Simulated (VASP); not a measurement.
# TlBr: vibrations by perturbation theory with PBEsol

Crystal: TlBr.

```
CELL_PARAMETERS angstrom
3.66339 0.00000 0.00000
0.00000 3.66339 0.00000
0.00000 0.00000 3.66339
ATOMIC_POSITIONS crystal
Tl 0.00000 0.00000 0.00000
Br 0.50000 0.50000 0.50000
```

```yaml
Program: VASP 6.6.1
Task: vibrations by perturbation theory
Functional: PBEsol
Potentials_or_basis: VASP PAW PBE potentials, release 64 (Tl_d, Br)
Cutoff: 500 eV
k_mesh: 8 × 8 × 8
Occupations: gaussian, width 0.01 eV
Spin: no spin polarisation
Dipole_correction: no
Further_INCAR_settings: ALGO = Normal; EDIFF = 1e-08; NBANDS = 17; IBRION = 8; NSW = 1
```

| Property | Result |
| --- | --- |
| Electronic dielectric tensor (diagonal) | 9.83 |
| Born charges (mean of the diagonal) | Tl +2.36; Br -2.36 e |
| Highest phonon frequency at Γ, LO-TO splitting left out | 91 cm⁻¹ |

Phonon frequencies in cm⁻¹ (negative: imaginary):
| q point | frequencies |
| --- | --- |
| (0.000, 0.000, 0.000) | 0 0 0 91 91 91 |

Electronic dielectric tensor:
```
9.83 0.00 0.00
0.00 9.83 0.00
0.00 0.00 9.83
```

Born effective charge tensors (e):
atom 1, Tl
```
2.36 0.00 0.00
0.00 2.36 0.00
0.00 0.00 2.36
```
atom 2, Br
```
-2.36  0.00  0.00
 0.00 -2.36  0.00
 0.00  0.00 -2.36
```

It took 12 min on 1 thread of Intel Xeon 8259CL (shared host), peak memory 0.3 GiB.

Caveat: the cell stands under pressure or tension, which shifts response properties.
